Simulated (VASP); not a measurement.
Wanted: the native input for a VASP 6.6.1 run.

```yaml
Task: single point
Functional: PBE
Potentials_or_basis: VASP PAW PBE potentials, release 64 (Ge_d)
Cutoff: 520 eV
k_mesh: 16 × 16 × 16
Occupations: gaussian, width 0.15 eV
Spin: no spin polarisation
Dipole_correction: no
Further_INCAR_settings: ALGO = Normal; EDIFF = 1e-07; NBANDS = 21
```

The structure of Ge lies in POSCAR:

```
Ge
1.0
    0.0000000000      2.7831366976      2.9222935325
    2.7831366976      0.0000000000      2.9222935325
    2.7831366976      2.7831366976      0.0000000000
Ge
2
Direct
    0.5000000000      0.5000000000      0.5000000000
    0.7500000000      0.7500000000      0.7500000000
```

This cell differs from its parent crystal: ratio of the length along z to the lengths across it x 1.05, volume and fractional coordinates fixed.

The input as run:

INCAR

```
ALGO = Normal
EDIFF = 1E-7
ENCUT = 520
GGA = PE
ISIF = 2
ISMEAR = 0
LASPH = T
LCHARG = T
LELF = T
LREAL = F
LVHAR = T
LWAVE = F
NBANDS = 21
NELM = 80
PREC = Accurate
SIGMA = 0.15
```

KPOINTS

```
k-points
0
Gamma
  16 16 16
```

Potentials or basis: VASP PAW PBE potentials, release 64 (Ge_d).

Command:

```bash
$ cat potpaw_PBE.64/Ge_d/POTCAR > POTCAR
$ mpirun -np 1 vasp_std > vasp.out
```

It gave:

```
Pressure               : 3.6 GPa
Band gap on the k mesh : zero (filled and empty bands touch)
```

Caveat: the cell stands under pressure; semilocal functionals underestimate gaps, and a narrow one can read as zero.

It took 4.1 min on 1 thread of Intel(R) Xeon(R) Platinum 8488C (Sapphire Rapids) (shared host), peak memory 0.36 GiB.
